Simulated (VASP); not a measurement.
Input of a VASP 6.6.1 run:

The input INCAR:

```
PREC     = Accurate       # precision mode
ENCUT    = 520            # plane-wave cutoff, eV
EDIFF    = 1E-6           # SCF threshold, eV
ISMEAR   = 0              # smearing method
SIGMA    = 0.02           # smearing width, eV
LREAL    = F              # projectors in reciprocal space
LASPH    = T              # aspherical terms in the spheres
NELM     = 60             # most SCF steps
ALGO     = Normal         # electronic algorithm
ISIF     = 2              # what is computed and relaxed
LWAVE    = F              # write WAVECAR
LCHARG   = T              # write CHGCAR
LELF     = T              # ELF
LVHAR    = T            
NBANDS   = 47             # bands
```

Contents of KPOINTS:

```
Automatic mesh
0
Gamma
  12 12 2
```

File POSCAR:

```
HfSn2Se6
1.0
    3.8375998077      0.0000000000      0.0000000000
   -1.9187999038      3.3234589230      0.0000000000
    0.0000000000      0.0000000000     21.1522331915
Hf Sn Se
1 2 6
Direct
    0.0000000000      0.0000000000      0.0000000000
    0.0000000000      0.0000000000      0.3328270788
    0.0000000000      0.0000000000      0.6671729212
    0.3333333333      0.6666666667      0.0731736920
    0.3333333333      0.6666666667      0.4087393364
    0.3333333333      0.6666666667      0.7430818385
    0.6666666667      0.3333333333      0.2569181615
    0.6666666667      0.3333333333      0.5912606636
    0.6666666667      0.3333333333      0.9268263080
```

Potentials or basis: VASP PAW LDA potentials, release 64 (Hf_pv, Sn_d, Se).

Launch:

```bash
$ cat potpaw_LDA.64/Hf_pv/POTCAR potpaw_LDA.64/Sn_d/POTCAR potpaw_LDA.64/Se/POTCAR > POTCAR
$ mpirun -np 1 vasp_std > vasp.out
```

(1) Estimate the band gap on the k mesh.

(2) Estimate the largest force.

(3) Predict the pressure.

## Answers

(1) 0.31 eV (least direct gap 0.88 eV).

(2) 0.532 eV/Å.

(3) -3.9 GPa.

Caveat: the cell stands under tension; spin-orbit coupling is left out, which moves the levels of the heavy elements.
